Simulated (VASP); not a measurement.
Set up this calculation in VASP 6.6.1, as the native input.

- Task: single point
- Functional: PBE
- Potentials or basis: VASP PAW PBE potentials, release 64 (Si)
- Cutoff: 500 eV
- k mesh: 6 × 6 × 6
- Occupations: gaussian, width 0.01 eV
- Spin: no spin polarisation
- Dipole correction: no
- Further INCAR settings: ALGO = Normal; EDIFF = 1e-06; NBANDS = 11

The structure of Si lies in POSCAR:

```
Si
1.0
    0.0000000000      2.7315311198      2.7315311198
    2.7315311198      0.0000000000      2.7315311198
    2.7315311198      2.7315311198      0.0000000000
Si
2
Direct
    0.7500000000      0.7500000000      0.7500000000
    0.5000000000      0.5000000000      0.5000000000
```

These files were run (other wordings do the same):

INCAR

```
ALGO = Normal
EDIFF = 1E-6
ENCUT = 500
GGA = PE
GGA_COMPAT = False
ISIF = 2
ISMEAR = 0
LASPH = True
LCHARG = False
LREAL = False
LWAVE = False
NBANDS = 11
NELM = 120
PREC = Accurate
SIGMA = 0.01
```

KPOINTS

```
k-points
0
Gamma
  6 6 6
```

Potentials or basis: VASP PAW PBE potentials, release 64 (Si).

The run is started by

```console
$ cat potpaw_PBE.64/Si/POTCAR > POTCAR
$ mpirun -np 1 vasp_std > vasp.out
```

It gave:

```json
{
  "Pressure": "0.3 GPa",
  "Band gap on the k mesh": "0.74 eV, indirect (least direct gap 2.56 eV)"
}
```

Wall time 11 s on 1 thread of Intel Xeon 8259CL (shared host), peak memory 0.14 GiB.
